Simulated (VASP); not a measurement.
# BaTiO3 (Pm-3m) in VASP: a series of runs

Runs on BaTiO3. Level: LDA+U. Tasks: single point.

Program: VASP 6.6.1. These are calculated values, not measurements. Logs are shortened: lines on timing, memory, paths and dates and some standing lists are left out, and cuts for length are marked.

## 1. The cell of the first run

Symmetry: Pm-3m, No. 221, cubic system. The conventional cell has a = 4.006 Å, b = 4.006 Å, c = 4.006 Å, α = 90.00°, β = 90.00°, γ = 90.00°. Ba (site symmetry m-3m) has 12 O at 2.83 Å and 8 Ti at 3.47 Å within 3.7 Å. Within 2.7 Å of Ti (site symmetry m-3m) lie 6 O at 2.00 Å. Within 2.7 Å of O (site symmetry 4/mmm) lie 2 Ti at 2.00 Å.

## 2. Single point, LDA+U

Input file INCAR:

```
PREC = Accurate
ENCUT = 520
EDIFF = 1E-6
ISMEAR = 1
SIGMA = 0.01
LREAL = F
LASPH = T
NELM = 150
ALGO = Normal
ISIF = 2
LWAVE = F
LCHARG = F
LMAXMIX = 4
LDAU = T
LDAUTYPE = 2
LDAUL = -1 2 -1
LDAUU = 0 2 0
LDAUJ = 0 0 0
LDAUPRINT = 1
GGA = CA
NBANDS = 28
```

Input file KPOINTS:

```
Automatic mesh
0
Gamma
  4 4 4
```

Input file POSCAR:

```
BaTiO3
1.0
    4.0060000000      0.0000000000      0.0000000000
    0.0000000000      4.0060000000      0.0000000000
    0.0000000000      0.0000000000      4.0060000000
Ba Ti O
1 1 3
Direct
    0.5000000000      0.5000000000      0.5000000000
    0.0000000000      0.0000000000      0.0000000000
    0.5000000000      0.0000000000      0.0000000000
    0.0000000000      0.5000000000      0.0000000000
    0.0000000000      0.0000000000      0.5000000000
```

Potentials or basis: VASP PAW LDA potentials, release 64 (Ba_sv, Ti_sv, O).

The run is started by

```
> cat potpaw_LDA.64/Ba_sv/POTCAR potpaw_LDA.64/Ti_sv/POTCAR potpaw_LDA.64/O/POTCAR > POTCAR
> mpirun -np 1 vasp_std > vasp.out
```

OUTCAR:

```text
PREC = Accurate
   ENCUT = 520
   EDIFF = 1E-6
   ISMEAR = 1
   LREAL = F
   LASPH = T
   NELM = 150
   ISIF = 2
   GGA = CA

 ion  position               nearest neighbor table
   1  0.500  0.500  0.500-   3 2.83   4 2.83   5 2.83   3 2.83   4 2.83   3 2.83   5 2.83   3 2.83
                             4 2.83   5 2.83   4 2.83   5 2.83   2 3.47   2 3.47   2 3.47   2 3.47
   2  0.000  0.000  0.000-   3 2.00   4 2.00   5 2.00   5 2.00   4 2.00   3 2.00   1 3.47   1 3.47
                             1 3.47   1 3.47   1 3.47   1 3.47   1 3.47   1 3.47
   3  0.500  0.000  0.000-   2 2.00   2 2.00   1 2.83   1 2.83   1 2.83   1 2.83
   4  0.000  0.500  0.000-   2 2.00   2 2.00   1 2.83   1 2.83   1 2.83   1 2.83
   5  0.000  0.000  0.500-   2 2.00   2 2.00   1 2.83   1 2.83   1 2.83   1 2.83

  LATTYP: Found a simple cubic cell.
 ALAT       =     4.0060000000

  Lattice vectors:

 A1 = (   4.0060000000,   0.0000000000,   0.0000000000)
 A2 = (   0.0000000000,   4.0060000000,   0.0000000000)
 A3 = (   0.0000000000,   0.0000000000,   4.0060000000)

Analysis of symmetry for initial positions (statically):
=====================================================================
 Subroutine PRICEL returns:
 Original cell was already a primitive cell.

 Routine SETGRP: Setting up the symmetry group for a
 simple cubic supercell.

 Subroutine GETGRP returns: Found 48 space group operations
 (whereof 48 operations were pure point group operations)
 out of a pool of 48 trial point group operations.

The static configuration has the point symmetry O_h .

Analysis of symmetry for dynamics (positions and initial velocities):
=====================================================================
 Subroutine PRICEL returns:
 Original cell was already a primitive cell.

 Routine SETGRP: Setting up the symmetry group for a
 simple cubic supercell.

 Subroutine GETGRP returns: Found 48 space group operations
 (whereof 48 operations were pure point group operations)
 out of a pool of 48 trial point group operations.

The dynamic configuration has the point symmetry O_h .

 Subroutine INISYM returns: Found 48 space group operations
 (whereof 48 operations are pure point group operations),
 and found     1 'primitive' translations

----------------------------------------------------------------------------------------

                                     Primitive cell

  volume of cell :      64.2884

  direct lattice vectors                    reciprocal lattice vectors
     4.006000000  0.000000000  0.000000000     0.249625562  0.000000000  0.000000000
     0.000000000  4.006000000  0.000000000     0.000000000  0.249625562  0.000000000
     0.000000000  0.000000000  4.006000000     0.000000000  0.000000000  0.249625562

  length of vectors
     4.006000000  4.006000000  4.006000000     0.249625562  0.249625562  0.249625562

  position of ions in fractional coordinates (direct lattice)
     0.500000000  0.500000000  0.500000000
     0.000000000  0.000000000  0.000000000
     0.500000000  0.000000000  0.000000000
     0.000000000  0.500000000  0.000000000
     0.000000000  0.000000000  0.500000000

  ion indices of the primitive-cell ions
   primitive index   ion index
                 1           1
                 2           2
                 3           3
                 4           4
                 5           5

----------------------------------------------------------------------------------------

 KPOINTS: Automatic mesh

Automatic generation of k-mesh.
 Grid dimensions read from file:
 generate k-points for:    4    4    4

 Generating k-lattice:
[... 37 lines left out ...]
 SYSTEM =  unknown system
   PREC   = accura    normal or accurate (medium, high low for compatibility)
   ISTART =      0    job   : 0-new  1-cont  2-samecut
   ICHARG =      2    charge: 1-file 2-atom 10-const
   ISPIN  =      1    spin polarized calculation?
   LNONCOLLINEAR =      F non collinear calculations
   LSORBIT =      F    spin-orbit coupling
   LASPH  =      T    aspherical Exc in radial PAW
   ENCUT  =  520.0 eV  38.22 Ry    6.18 a.u.   7.45  7.45  7.45*2*pi/ulx,y,z
   NELM   =    150;   NELMIN=  2; NELMDL= -5     # of ELM steps
   EDIFF  = 0.1E-05   stopping-criterion for ELM
   LREAL  =      F    real-space projection
   EDIFFG = 0.1E-04   stopping-criterion for IOM
   NSW    =      0    number of steps for IOM
   IBRION =     -1    ionic relax: 0-MD 1-quasi-New 2-CG
   NFREE  =      0    steps in history (QN), initial steepest desc. (CG)
   ISIF   =      2    stress and relaxation
   ISYM   =      2    0-nonsym 1-usesym 2-fastsym
   POTIM  = 0.5000    time-step for ionic-motion
   TEBEG  =    0.0;   TEEND  =   0.0 temperature during run
   PSTRESS=    0.0 pullay stress
   NELECT =      40.0000    total number of electrons
   NUPDOWN=      -1.0000    fix difference up-down
   EMIN   =  10.00;   EMAX   =-10.00  energy-range for DOS
   EFERMI =   0.00;   METHOD = LEGACY
   ISMEAR =     1;   SIGMA  =   0.01  broadening in eV -4-tet -1-fermi 0-gaus
   EFERMI_NEDOS =   21; number of points for ismear=-14 and -15
   IALGO  =     38    algorithm
   IMIX   =      4    mixing-type and parameters
     AMIX     =   0.40;   BMIX     =  1.00
     AMIX_MAG =   1.60;   BMIX_MAG =  1.00
  volume/ion in A,a.u.               =      12.86        86.77
  Fermi-wavevector in a.u.,A,eV,Ry     =   1.397603  2.641087 26.576187  1.953295
  Thomas-Fermi vector in A             =   2.520843
   LORBIT       =      0    0 simple, 1 ext, 2 COOP (PROOUT), +10 PAW based schemes
 LDA+U is selected, type is set to LDAUTYPE =  2
   angular momentum for each species LDAUL =    -1    2   -1
   U (eV)           for each species LDAUU =   0.0  2.0  0.0
   J (eV)           for each species LDAUJ =   0.0  0.0  0.0
   GGA     = CA    functional components
   LHFCALC =     F    Hartree Fock is set to
   AEXX    =    0.0000 exact exchange contribution
   IVDW    =     0    specifies the selected vdW correction
   LEPSILON=     F    determine dielectric tensor
   LRPA    =     F    only Hartree local field effects (RPA)
 non-spin polarized calculation
 Methfessel and Paxton  Order N= 1 SIGMA  =   0.01
  energy-cutoff  :      520.00
  volume of cell :       64.29
 maximum number of plane-waves:      1750
 NGX is ok and might be reduce to    30
   NGX = 15   NGY = 15   NGZ = 15

atom =   2  type =  2  l = 2

 onsite density matrix

spin component  1

  0.1171  0.0000 -0.0000 -0.0000  0.0000
  0.0000  0.1171  0.0000  0.0000 -0.0000
 -0.0000  0.0000  0.2413  0.0000 -0.0000
 -0.0000  0.0000  0.0000  0.1171  0.0000
  0.0000 -0.0000 -0.0000  0.0000  0.2413

spin component  2

  0.1171  0.0000 -0.0000 -0.0000  0.0000
  0.0000  0.1171  0.0000  0.0000 -0.0000
 -0.0000  0.0000  0.2413  0.0000 -0.0000
 -0.0000  0.0000  0.0000  0.1171  0.0000
  0.0000 -0.0000 -0.0000  0.0000  0.2413

 occupancies and eigenvectors

  o =  0.1171  v =  1.0000  0.0000  0.0000  0.0000  0.0000  0.0000  0.0000  0.0000  0.0000  0.0000      0.0000  0.0000  0.0000  0.0000  0.0000  0.0000  0.0000  0.0000  0.0000  0.0000
  o =  0.1171  v =  0.0000  0.0000  0.0000  0.0000  0.0000  1.0000  0.0000  0.0000  0.0000  0.0000      0.0000  0.0000  0.0000  0.0000  0.0000  0.0000  0.0000  0.0000  0.0000  0.0000
  o =  0.1171  v =  0.0000  0.9833  0.0000 -0.1819 -0.0000  0.0000  0.0000  0.0000  0.0000  0.0000      0.0000  0.0000  0.0000  0.0000  0.0000  0.0000  0.0000  0.0000  0.0000  0.0000
  o =  0.1171  v =  0.0000  0.1819  0.0000  0.9833  0.0000  0.0000  0.0000  0.0000  0.0000  0.0000      0.0000  0.0000  0.0000  0.0000  0.0000  0.0000  0.0000  0.0000  0.0000  0.0000
  o =  0.1171  v =  0.0000  0.0000  0.0000  0.0000  0.0000  0.0000  0.9833  0.0000 -0.1819 -0.0000      0.0000  0.0000  0.0000  0.0000  0.0000  0.0000  0.0000  0.0000  0.0000  0.0000
  o =  0.1171  v =  0.0000  0.0000  0.0000  0.0000  0.0000  0.0000  0.1819  0.0000  0.9833  0.0000      0.0000  0.0000  0.0000  0.0000  0.0000  0.0000  0.0000  0.0000  0.0000  0.0000
  o =  0.2413  v =  0.0000  0.0000  0.0000  0.0000  0.0000  0.0000  0.0000 -1.0000  0.0000  0.0012      0.0000  0.0000  0.0000  0.0000  0.0000  0.0000  0.0000  0.0000  0.0000  0.0000
  o =  0.2413  v =  0.0000  0.0000 -1.0000  0.0000  0.0012  0.0000  0.0000  0.0000  0.0000  0.0000      0.0000  0.0000  0.0000  0.0000  0.0000  0.0000  0.0000  0.0000  0.0000  0.0000
  o =  0.2413  v =  0.0000  0.0000  0.0000  0.0000  0.0000  0.0000 -0.0000  0.0012 -0.0000  1.0000      0.0000  0.0000  0.0000  0.0000  0.0000  0.0000  0.0000  0.0000  0.0000  0.0000
  o =  0.2413  v =  0.0000 -0.0000  0.0012 -0.0000  1.0000  0.0000  0.0000  0.0000  0.0000  0.0000      0.0000  0.0000  0.0000  0.0000  0.0000  0.0000  0.0000  0.0000  0.0000  0.0000

 number of electron      39.9999975 magnetization

 Free energy of the ion-electron system (eV)
  ---------------------------------------------------
  ext. energy  EPLUGINS =         0.00000000
  ---------------------------------------------------
  free energy    TOTEN  =       -42.70136705 eV

  energy without entropy =      -42.70136705  energy(sigma->0) =      -42.70136705

 E-fermi :   3.6601     XC(G=0): -11.7270

 val. band max:        3.5763288632   @ k =   0.5000   0.5000   0.5000
 cond. band min:       5.4267759935   @ k =   0.0000   0.0000   0.0000
 fundamental gap:      1.8504471304
 Fermi energy:         3.6600661344

 k-point     1 :       0.0000    0.0000    0.0000
  band No.  band energies     occupation
      1     -52.8849      2.00000
      2     -29.4733      2.00000
      3     -29.4733      2.00000
      4     -29.4733      2.00000
      5     -21.0917      2.00000
      6     -13.0306      2.00000
[... 299 lines left out ...]
     27      11.2158      0.00000
     28      11.2158      0.00000

------------------------ aborting loop because EDIFF is reached ----------------------------------------

  FORCE on cell =-STRESS in cart. coord.  units (eV):
  Direction    XX          YY          ZZ          XY          YZ          ZX
  --------------------------------------------------------------------------------------
  -------------------------------------------------------------------------------------
  Total       -2.2642437     -2.2642437     -2.2642437      0.0000000     -0.0000000      0.0000000
  in kB      -56.4288126    -56.4288126    -56.4288126      0.0000000     -0.0000000      0.0000000
  external PRESSURE =     -56.4288126 kB  Pullay stress =       0.0000000 kB

 VOLUME and BASIS-vectors are now :
 -----------------------------------------------------------------------------
  energy-cutoff  :      520.00
  volume of cell :       64.29
      direct lattice vectors                 reciprocal lattice vectors
     4.006000000  0.000000000  0.000000000     0.249625562  0.000000000  0.000000000
     0.000000000  4.006000000  0.000000000     0.000000000  0.249625562  0.000000000
     0.000000000  0.000000000  4.006000000     0.000000000  0.000000000  0.249625562

 POSITION                                       TOTAL-FORCE (eV/Angst)
 -----------------------------------------------------------------------------------
      2.00300      2.00300      2.00300         0.000000      0.000000      0.000000
      0.00000      0.00000      0.00000         0.000000      0.000000      0.000000
      2.00300      0.00000      0.00000         0.000000      0.000000      0.000000
      0.00000      2.00300      0.00000         0.000000      0.000000      0.000000
      0.00000      0.00000      2.00300         0.000000      0.000000      0.000000
 -----------------------------------------------------------------------------------
    total drift:                                0.000000     -0.000000      0.000000

  FREE ENERGIE OF THE ION-ELECTRON SYSTEM (eV)
  ---------------------------------------------------
  free  energy   TOTEN  =       -42.7013670471 eV

  energy  without entropy=      -42.7013670471  energy(sigma->0) =      -42.70136705
```

Run time: 16 s. Hardware: 1 thread of Intel Xeon Platinum 8488C (Sapphire Rapids), shared host; peak memory 0.16 GiB.

What came out:

```yaml
Free_energy: -42.7014 eV
Pressure: -5.6 GPa
Band_gap_on_the_k_mesh: 1.85 eV, indirect (least direct gap 2.02 eV)
```

Levels at points of the mesh, in eV from the valence-band top:
| k point | band 16 | band 17 | band 18 | band 19 | band 20 | band 21 | band 22 | band 23 | band 24 | band 25 |
| --- | --- | --- | --- | --- | --- | --- | --- | --- | --- | --- |
| (0.00, 0.00, 0.00) | -1.12 | -1.12 | -0.17 | -0.17 | -0.17 | 1.85 | 1.85 | 1.85 | 3.92 | 3.92 |
| (0.50, 0.00, 0.00) | -1.98 | -1.82 | -1.82 | -0.76 | -0.76 | 2.03 | 3.62 | 3.62 | 3.93 | 5.89 |
| (0.50, 0.50, 0.00) | -2.71 | -1.82 | -0.88 | -0.88 | -0.09 | 3.64 | 3.64 | 4.05 | 4.75 | 7.64 |
| (0.50, 0.50, 0.50) | -2.37 | -2.37 | 0.00 | 0.00 | 0.00 | 4.31 | 4.31 | 4.31 | 6.60 | 6.60 |

Eigenvalues of the final occupation matrices:
| site | spin | trace | eigenvalues |
| --- | --- | --- | --- |
| site 2 d | 1 | 0.83 | 0.12 0.12 0.12 0.24 0.24 |
| site 2 d | 2 | 0.83 | 0.12 0.12 0.12 0.24 0.24 |

Caveat: spin-orbit coupling is left out, which moves the levels of the heavy elements.

[end of part 1 of 2]
